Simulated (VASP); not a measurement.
Wanted: the native input for a VASP 6.6.1 run.

```yaml
Task: single point
Functional: PBE-based screened hybrid with 35 % exact exchange
Potentials_or_basis: VASP PAW PBE potentials, release 64 (Hf_pv, C)
Cutoff: 520 eV
k_mesh: 6 × 6 × 6
Occupations: gaussian, width 0.05 eV
Spin: no spin polarisation
Dipole_correction: no
Grid_for_exact_exchange_PRECFOCK: Normal
Share_of_exact_exchange: 0.35
Further_INCAR_settings: ALGO = Normal; EDIFF = 1e-06; NBANDS = 14
Screening_parameter: 0.5 1/Å
```

The system is HfC.

```
CELL_PARAMETERS angstrom
0.00000 2.32500 2.32500
2.32500 0.00000 2.32500
2.32500 2.32500 0.00000
ATOMIC_POSITIONS crystal
Hf 0.50000 0.50000 0.50000
C 0.00000 0.00000 0.00000
```

The input as run:

POSCAR

```
HfC
1.0
    0.0000000000      2.3250013489      2.3250013489
    2.3250013489      0.0000000000      2.3250013489
    2.3250013489      2.3250013489      0.0000000000
Hf C
1 1
Direct
    0.5000000000      0.5000000000      0.5000000000
    0.0000000000      0.0000000000      0.0000000000
```

INCAR.step1

```
  PREC = Accurate
  ENCUT = 520
  EDIFF = 1E-5
  ISMEAR = 0
  SIGMA = 0.05
  LREAL = F
  LASPH = T
  NELM = 100
  ALGO = Normal
  ISIF = 2
  LWAVE = T
  LCHARG = F
  NBANDS = 14
  GGA = PE
```

INCAR.step2

```
  PREC = Accurate
  ENCUT = 520
  EDIFF = 1E-6
  ISMEAR = 0
  SIGMA = 0.05
  LREAL = F
  LASPH = T
  NELM = 100
  ALGO = Normal
  ISIF = 2
  LWAVE = F
  LCHARG = F
  GGA = PE
  LHFCALC = T
  AEXX = 0.35
  HFSCREEN = 0.5
  PRECFOCK = Normal
  NBANDS = 14
  ISTART = 1
```

KPOINTS

```
regular mesh
0
Gamma
  6 6 6
```

Potentials or basis: VASP PAW PBE potentials, release 64 (Hf_pv, C).

Run with:

```sh
$ cat potpaw_PBE.64/Hf_pv/POTCAR potpaw_PBE.64/C/POTCAR > POTCAR
$ cp INCAR.step1 INCAR
$ mpirun -np 1 vasp_std > vasp.out
$ cp INCAR.step2 INCAR
$ mpirun -np 1 vasp_std > vasp.out
```

It gave:

The pressure is -4.5 GPa and the band gap on the k mesh is zero (bands 7 and 8 overlap by 1.52 eV).

Caveat: the k points lie up to 0.39 Å⁻¹ apart, too coarse for converged energies and pressures of a metal; the PAW data sets were made with another functional, which shifts forces and pressure a little; spin-orbit coupling is left out, which moves the levels of the heavy elements.

It took 12 min on 1 thread of AMD EPYC 9R45 96-Core Processor (Zen 5) (shared host), peak memory 0.23 GiB.
